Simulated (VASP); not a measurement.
# C (P-1) in VASP: single point with LDA

Aim: the single point of C with LDA.

All numbers are computed with VASP 6.6.1; they aren't measurements. Logs are shortened: lines on timing, memory, paths and dates and some standing lists are left out, and cuts for length are marked.

## 1. The cell of the first run

The typed cell holds 2 atoms: a = 3.967 Å, b = 3.566 Å, c = 2.456 Å, α = 80.09°, β = 62.33°, γ = 37.59°.

## 2. Single point, LDA (atom 1 (C) moved by (+0.300, -0.300) A along [1 1 0] and z)

Input file INCAR:

```
PREC     = Accurate       # precision mode
ENCUT    = 520            # plane-wave cutoff, eV
EDIFF    = 1E-6           # SCF threshold, eV
ISMEAR   = 0              # smearing method
SIGMA    = 0.05           # smearing width, eV
LREAL    = F              # projectors in reciprocal space
LASPH    = T              # aspherical terms in the spheres
NELM     = 60             # most SCF steps
ALGO     = Normal         # electronic algorithm
ISIF     = 2              # what is computed and relaxed
LWAVE    = F              # write WAVECAR
LCHARG   = T              # write CHGCAR
GGA      = CA             # functional
LELF     = T              # ELF
LVHAR    = T            
NBANDS   = 11             # bands
```

Input file KPOINTS:

```
regular mesh
0
Gamma
  14 14 14
```

Input file POSCAR:

```
C
1.0
    0.0000000000      2.1270000000      3.3480000000
    1.2280000000      0.0000000000      3.3480000000
    1.2280000000      2.1270000000      0.0000000000
C
2
Direct
    0.0853606411      0.8250336241      0.3477123322
    0.8333300000      0.1666700000      0.8333300000
```

Potentials or basis: VASP PAW LDA potentials, release 64 (C).

Run with:

```bash
$ cat potpaw_LDA.64/C/POTCAR > POTCAR
$ mpirun -np 1 vasp_std > vasp.out
```

OUTCAR:

```text
PREC = Accurate
   ENCUT = 520
   EDIFF = 1E-6
   ISMEAR = 0
   LREAL = F
   LASPH = T
   NELM = 60
   ISIF = 2
   GGA = CA

 ion  position               nearest neighbor table
   1  0.085  0.825  0.348-   2 1.17   2 1.55   2 1.67
   2  0.833  0.167  0.833-   1 1.17   1 1.55   1 1.67

  LATTYP: Found a face centered orthorhombic cell.
 ALAT       =     2.4560000000
 B/A-ratio  =     1.7320846906
 C/A-ratio  =     2.7263843648

  Lattice vectors:

 A1 = (   0.0000000000,   2.1270000000,   3.3480000000)
 A2 = (   1.2280000000,   0.0000000000,   3.3480000000)
 A3 = (   1.2280000000,   2.1270000000,   0.0000000000)

Analysis of symmetry for initial positions (statically):
=====================================================================
 Subroutine PRICEL returns:
 Original cell was already a primitive cell.

 Routine SETGRP: Setting up the symmetry group for a
 face centered orthorhombic supercell.

 Subroutine GETGRP returns: Found  2 space group operations
 (whereof  1 operations were pure point group operations)
 out of a pool of  8 trial point group operations.

The static configuration has the point symmetry C_1 .
 The point group associated with its full space group is S_2 .

Analysis of symmetry for dynamics (positions and initial velocities):
=====================================================================
 Subroutine PRICEL returns:
 Original cell was already a primitive cell.

 Routine SETGRP: Setting up the symmetry group for a
 face centered orthorhombic supercell.

 Subroutine GETGRP returns: Found  2 space group operations
 (whereof  1 operations were pure point group operations)
 out of a pool of  8 trial point group operations.

The dynamic configuration has the point symmetry C_1 .
 The point group associated with its full space group is S_2 .

 Subroutine INISYM returns: Found  2 space group operations
 (whereof  1 operations are pure point group operations),
 and found     1 'primitive' translations

----------------------------------------------------------------------------------------

                                     Primitive cell

  volume of cell :      17.4897

  direct lattice vectors                    reciprocal lattice vectors
     0.000000000  2.127000000  3.348000000    -0.407166124  0.235072873  0.149342891
     1.228000000  0.000000000  3.348000000     0.407166124 -0.235072873  0.149342891
     1.228000000  2.127000000  0.000000000     0.407166124  0.235072873 -0.149342891

  length of vectors
     3.966513961  3.566102635  2.456036034     0.493301943  0.493301943  0.493301943

  position of ions in fractional coordinates (direct lattice)
     0.085360641  0.825033624  0.347712332
     0.833330000  0.166670000  0.833330000

  ion indices of the primitive-cell ions
   primitive index   ion index
                 1           1
                 2           2

----------------------------------------------------------------------------------------

 KPOINTS: regular mesh

Automatic generation of k-mesh.
 Grid dimensions read from file:
 generate k-points for:   14   14   14

 Generating k-lattice:

  Cartesian coordinates                     Fractional coordinates (reciprocal lattice)
    -0.029083295  0.016790919  0.010667349     0.071428571  0.000000000  0.000000000
     0.029083295 -0.016790919  0.010667349     0.000000000  0.071428571  0.000000000
     0.029083295  0.016790919 -0.010667349     0.000000000  0.000000000  0.071428571

  Length of vectors
     0.035235853  0.035235853  0.035235853

  Shift w.r.t. Gamma in fractional coordinates (k-lattice)
     0.000000000  0.000000000  0.000000000

 Subroutine IBZKPT returns following result:
 ===========================================

 Found   1376 irreducible k-points:

 Following reciprocal coordinates:
            Coordinates               Weight
  0.000000  0.000000  0.000000      1.000000
  0.071429  0.000000  0.000000      2.000000
 -0.071429 -0.071429 -0.071429      2.000000
  0.000000  0.000000  0.071429      2.000000
  0.000000  0.071429  0.000000      2.000000
  0.142857  0.000000  0.000000      2.000000
[... 16 lines left out ...]
 -0.428571 -0.428571 -0.428571      2.000000
  0.000000 -0.000000  0.428571      2.000000
 [... further k-points ...]
   k-points           NKPTS =   1376   k-points in BZ     NKDIM =   1376   number of bands    NBANDS=     11
   number of dos      NEDOS =    301   number of ions     NIONS =      2
   total plane-waves  NPLWV =  15120
   dimension x,y,z NGX =    30 NGY =   28 NGZ =   18
   dimension x,y,z NGXF=    60 NGYF=   56 NGZF=   36
   ions per type =               2
   NGX,Y,Z   is equivalent  to a cutoff of  12.57, 13.05, 12.18 a.u.
   NGXF,Y,Z  is equivalent  to a cutoff of  25.15, 26.11, 24.37 a.u.
 SYSTEM =  unknown system
   PREC   = accura    normal or accurate (medium, high low for compatibility)
   ISTART =      0    job   : 0-new  1-cont  2-samecut
   ICHARG =      2    charge: 1-file 2-atom 10-const
   ISPIN  =      1    spin polarized calculation?
   LNONCOLLINEAR =      F non collinear calculations
   LSORBIT =      F    spin-orbit coupling
   LASPH  =      T    aspherical Exc in radial PAW
   ENCUT  =  520.0 eV  38.22 Ry    6.18 a.u.   7.38  6.63  4.57*2*pi/ulx,y,z
   NELM   =     60;   NELMIN=  2; NELMDL= -5     # of ELM steps
   EDIFF  = 0.1E-05   stopping-criterion for ELM
   LREAL  =      F    real-space projection
   EDIFFG = 0.1E-04   stopping-criterion for IOM
   NSW    =      0    number of steps for IOM
   IBRION =     -1    ionic relax: 0-MD 1-quasi-New 2-CG
   NFREE  =      0    steps in history (QN), initial steepest desc. (CG)
   ISIF   =      2    stress and relaxation
   ISYM   =      2    0-nonsym 1-usesym 2-fastsym
   POTIM  = 0.5000    time-step for ionic-motion
   TEBEG  =    0.0;   TEEND  =   0.0 temperature during run
   PSTRESS=    0.0 pullay stress
   NELECT =       8.0000    total number of electrons
   NUPDOWN=      -1.0000    fix difference up-down
   EMIN   =  10.00;   EMAX   =-10.00  energy-range for DOS
   EFERMI =   0.00;   METHOD = LEGACY
   ISMEAR =     0;   SIGMA  =   0.05  broadening in eV -4-tet -1-fermi 0-gaus
   EFERMI_NEDOS =   21; number of points for ismear=-14 and -15
   IALGO  =     38    algorithm
   IMIX   =      4    mixing-type and parameters
     AMIX     =   0.40;   BMIX     =  1.00
     AMIX_MAG =   1.60;   BMIX_MAG =  1.00
  volume/ion in A,a.u.               =       8.74        59.01
  Fermi-wavevector in a.u.,A,eV,Ry     =   1.261376  2.383654 21.647797  1.591068
  Thomas-Fermi vector in A             =   2.394838
   LORBIT       =      0    0 simple, 1 ext, 2 COOP (PROOUT), +10 PAW based schemes
   GGA     = CA    functional components
   LHFCALC =     F    Hartree Fock is set to
   AEXX    =    0.0000 exact exchange contribution
   IVDW    =     0    specifies the selected vdW correction
   LEPSILON=     F    determine dielectric tensor
   LRPA    =     F    only Hartree local field effects (RPA)
 non-spin polarized calculation
 Gauss-broadening in eV      SIGMA  =   0.05
  energy-cutoff  :      520.00
  volume of cell :       17.49
 maximum number of plane-waves:       499
 NGX is ok and might be reduce to    30
   NGX = 15   NGY = 13   NGZ =  9

 number of electron       8.0000000 magnetization

 Free energy of the ion-electron system (eV)
  ---------------------------------------------------
  ext. energy  EPLUGINS =         0.00000000
  ---------------------------------------------------
  free energy    TOTEN  =       -17.08117690 eV

  energy without entropy =      -17.08093218  energy(sigma->0) =      -17.08105454

 E-fermi :   4.8932     XC(G=0): -10.8357

 val. band max:        4.8892108532   @ k =  -0.2857  -0.1429   0.5000
 cond. band min:       4.8945487291   @ k =   0.1429  -0.0714  -0.4286
 fundamental gap:      0.0053378759
 Fermi energy:         4.8931657501

 k-point     1 :       0.0000    0.0000    0.0000
  band No.  band energies     occupation
      1     -14.9254      2.00000
      2      -1.9438      2.00000
      3      -1.1798      2.00000
      4       6.6129      0.00000
      5       7.1967      0.00000
      6       7.6337      0.00000
      7      14.5189      0.00000
      8      17.7172      0.00000
      9      20.8597      0.00000
     10      26.3814      0.00000
     11      27.9818      0.00000

 k-point     2 :       0.0714    0.0000    0.0000
  band No.  band energies     occupation
      1     -14.8035      2.00000
      2      -1.9320      2.00000
      3      -1.3123      2.00000
      4       5.9273      0.00000
      5       7.2342      0.00000
      6       7.8690      0.00000
      7      15.0569      0.00000
      8      17.4101      0.00000
      9      20.9663      0.00000
     10      26.6292      0.00000
     11      27.5907      0.00000

 k-point     3 :      -0.0714   -0.0714   -0.0714
  band No.  band energies     occupation
      1     -14.8083      2.00000
      2      -1.9163      2.00000
      3      -1.3695      2.00000
      4       5.3029      0.00000
      5       7.1952      0.00000
      6       9.2873      0.00000
      7      14.4164      0.00000
      8      17.2869      0.00000
      9      20.5232      0.00000
     10      26.8249      0.00000
     11      28.7013      0.00000
[... 267 lines left out ...]
 k-point    23 :      -0.4286   -0.4286   -0.4286
  band No.  band energies     occupation
      1     -11.1931      2.00000
      2      -7.4003      2.00000
      3       0.0941      2.00000
      4       1.7914      2.00000
      5       5.4710      0.00000
      6      12.8356      0.00000
      7      14.7703      0.00000
      8      19.2399      0.00000
      9      20.2447      0.00000
     10      23.5785      0.00000
     11      25.6068      0.00000

 k-point    24 :       0.0000   -0.0000    0.4286
  band No.  band energies     occupation
      1     -11.1832      2.00000
      2      -7.4060      2.00000
      3       0.0877      2.00000
      4       2.0401      2.00000
      5       4.9024      0.79496
      6      12.9518      0.00000
      7      15.1217      0.00000
      8      19.5078      0.00000
      9      19.9610      0.00000
     10      23.6881      0.00000
     11      26.9451      0.00000

 [... further k-points ...]

------------------------ aborting loop because EDIFF is reached ----------------------------------------

  FORCE on cell =-STRESS in cart. coord.  units (eV):
  Direction    XX          YY          ZZ          XY          YZ          ZX
  --------------------------------------------------------------------------------------
  -------------------------------------------------------------------------------------
  Total        9.4935511      2.4175282     -0.6515068      4.8301240      2.9382206      4.9178314
  in kB      869.6769794    221.4628192    -59.6826657    442.4738032    269.1619598    450.5084285
  external PRESSURE =     343.8190443 kB  Pullay stress =       0.0000000 kB

 VOLUME and BASIS-vectors are now :
 -----------------------------------------------------------------------------
  energy-cutoff  :      520.00
  volume of cell :       17.49
      direct lattice vectors                 reciprocal lattice vectors
     0.000000000  2.127000000  3.348000000    -0.407166124  0.235072873  0.149342891
     1.228000000  0.000000000  3.348000000     0.407166124 -0.235072873  0.149342891
     1.228000000  2.127000000  0.000000000     0.407166124  0.235072873 -0.149342891

 POSITION                                       TOTAL-FORCE (eV/Angst)
 -----------------------------------------------------------------------------------
      1.44013      0.92115      3.04800       -16.146064     -9.531637      1.480379
      1.22800      3.54499      3.34800        16.146064      9.531637     -1.480379
 -----------------------------------------------------------------------------------
    total drift:                                0.000001      0.000002      0.000006

  FREE ENERGIE OF THE ION-ELECTRON SYSTEM (eV)
  ---------------------------------------------------
  free  energy   TOTEN  =       -17.0811769030 eV

  energy  without entropy=      -17.0809321797  energy(sigma->0) =      -17.08105454
```

It took 5.2 min on 1 thread of Intel Xeon Platinum 8488C (Sapphire Rapids), shared host; peak memory 0.3 GiB.

Results:

```yaml
Free_energy: -17.0812 eV
Pressure: 34.4 GPa
Largest_force: 18.808 eV/Å
Band_gap_on_the_k_mesh: zero (bands 4 and 5 overlap by 3.37 eV)
```

Forces in eV/Å, atoms in the order of the input:
```
C   -16.146  -9.532   1.480
C    16.146   9.532  -1.480
```

Stress tensor (GPa, compression positive):
```
86.97 44.25 45.05
44.25 22.15 26.92
45.05 26.92 -5.97
```

Levels at points of the mesh, in eV from the Fermi level:
```csv
k point,band 2,band 3,band 4,band 5,band 6,band 7
"(0.00, 0.00, 0.00)",-6.84,-6.07,1.72,2.30,2.74,9.63
"(0.50, 0.00, 0.00)",-12.49,-5.26,-3.25,0.97,3.65,12.31
"(0.50, 0.50, 0.50)",-12.97,-4.95,-2.36,-0.32,7.87,10.51
"(0.00, 0.00, 0.50)",-12.98,-4.96,-1.49,-1.48,7.98,10.89
"(0.00, 0.50, 0.00)",-12.48,-5.24,-3.80,2.53,3.75,9.76
"(0.50, 0.50, 0.00)",-9.10,-6.01,1.89,2.77,8.57,8.91
"(0.50, 0.00, 0.50)",-11.95,-6.77,-3.23,3.47,5.10,10.84
"(0.00, 0.50, 0.50)",-11.71,-6.75,-4.68,2.00,4.78,11.65
```

Caveat: the cell differs from its parent crystal (atom 1 (C) moved by (+0.300, -0.300) A along [1 1 0] and z); the cell stands under pressure; forces of over 1 eV/Å act on the atoms, so gaps and moduli don't describe the material at rest.
